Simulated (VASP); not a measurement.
A run of VASP 6.6.1 is set up as follows.

File INCAR:

```
PREC     = Accurate       # precision mode
ENCUT    = 520            # plane-wave cutoff, eV
EDIFF    = 1E-7           # SCF threshold, eV
ISMEAR   = 0              # smearing method
SIGMA    = 0.05           # smearing width, eV
LREAL    = F              # projectors in reciprocal space
LASPH    = T              # aspherical terms in the spheres
NELM     = 60             # most SCF steps
ALGO     = Normal         # electronic algorithm
ISIF     = 2              # what is computed and relaxed
LWAVE    = F              # write WAVECAR
LCHARG   = F              # write CHGCAR
GGA      = PE             # functional
NBANDS   = 16             # bands
```

File KPOINTS:

```
regular mesh
0
Gamma
  8 8 8
```

The input POSCAR:

```
CdTe
1.0
    0.0000000000      3.6999022328      2.4049364513
    3.6999022328      0.0000000000      2.4049364513
    3.6999022328      3.6999022328      0.0000000000
Cd Te
1 1
Direct
    0.0000000000      0.0000000000      0.0000000000
    0.7500000000      0.7500000000      0.7500000000
```

Potentials or basis: VASP PAW PBE potentials, release 64 (Cd, Te).

Command:

```bash
$ cat potpaw_PBE.64/Cd/POTCAR potpaw_PBE.64/Te/POTCAR > POTCAR
$ mpirun -np 1 vasp_std > vasp.out
```

Q: Estimate the pressure.

A: 0.9 GPa.

Q: What does it give for the band gap on the k mesh?

A: 0.10 eV, direct.

Stress tensor (GPa, compression positive):
```
-0.08  0.00  0.00
 0.00 -0.08  0.00
 0.00  0.00  2.91
```

Caveat: spin-orbit coupling is left out, which moves the levels of the heavy elements. A k mesh can miss the band edges.
